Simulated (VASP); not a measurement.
SnO: single point with PBE

SnO:

```
Sn O
1.0
     3.76402    0.00000    0.00000
     0.00000    3.76402    0.00000
     0.00000    0.00000    5.06794
Sn O
2 2
Direct
  0.97846 0.50000 0.22869
  0.52154 0.00000 0.77131
  0.00229 0.00000 0.00000
  0.49771 0.50000 0.00000
```

This cell differs from its parent crystal: atoms displaced along a vibrational mode, the cell strained.

```
Program                : VASP 6.6.1
Task                   : single point
Functional             : PBE
Potentials or basis    : VASP PAW PBE potentials, release 64 (Sn_d, O)
Cutoff                 : 520 eV
k mesh                 : 10 × 10 × 8
Occupations            : gaussian, width 0.05 eV
Spin                   : no spin polarisation
Dipole correction      : no
Further INCAR settings : ALGO = Normal; EDIFF = 1e-07; NBANDS = 28
```

* Pressure: 6.1 GPa
* Largest force: 0.961 eV/Å
* Band gap on the k mesh: 0.25 eV (least direct gap 1.98 eV)

Forces on the atoms (eV/Å):
```
Sn   0.533  0.000  0.800
Sn  -0.533  0.000 -0.800
O    0.130  0.000  0.065
O   -0.130  0.000 -0.065
```

Stress tensor (GPa, compression positive):
```
7.35 0.00 2.35
0.00 6.86 0.00
2.35 0.00 4.14
```

Levels at points of the mesh, in eV from the valence-band top:
| k point | band 16 | band 17 | band 18 | band 19 | band 20 | band 21 | band 22 | band 23 | band 24 | band 25 |
| --- | --- | --- | --- | --- | --- | --- | --- | --- | --- | --- |
| (0.00, 0.00, 0.00) | -6.37 | -3.66 | -3.27 | -3.27 | 0.00 | 1.98 | 3.80 | 4.93 | 4.98 | 5.42 |
| (0.50, 0.00, 0.00) | -5.22 | -5.05 | -4.92 | -2.93 | -2.54 | 2.83 | 2.97 | 5.79 | 5.81 | 5.96 |
| (0.00, 0.50, 0.00) | -5.27 | -4.98 | -4.98 | -2.74 | -2.74 | 2.88 | 2.88 | 5.74 | 5.74 | 6.15 |
| (0.50, 0.50, 0.00) | -5.42 | -2.60 | -2.60 | -1.97 | -1.97 | 0.25 | 0.25 | 4.28 | 4.28 | 6.71 |
| (0.00, 0.00, 0.50) | -3.71 | -3.44 | -3.28 | -3.28 | -2.48 | 1.74 | 3.22 | 3.31 | 3.89 | 7.24 |
| (0.50, 0.00, 0.50) | -5.54 | -5.02 | -4.91 | -1.98 | -1.75 | 2.27 | 2.28 | 5.39 | 5.93 | 6.39 |
| (0.00, 0.50, 0.50) | -5.60 | -4.96 | -4.96 | -1.87 | -1.87 | 2.28 | 2.28 | 5.65 | 5.65 | 6.52 |
| (0.50, 0.50, 0.50) | -5.75 | -2.61 | -2.61 | -2.56 | -2.56 | 2.35 | 2.35 | 3.60 | 3.60 | 5.57 |

It took 13 min on 1 thread of Oxide Virtual Turin-like Processor (shared host), peak memory 0.45 GiB.

Caveat: the cell differs from its parent crystal (atoms displaced along a vibrational mode, the cell strained); the cell stands under pressure; spin-orbit coupling is left out, which moves the levels of the heavy elements. A k mesh can miss the band edges.
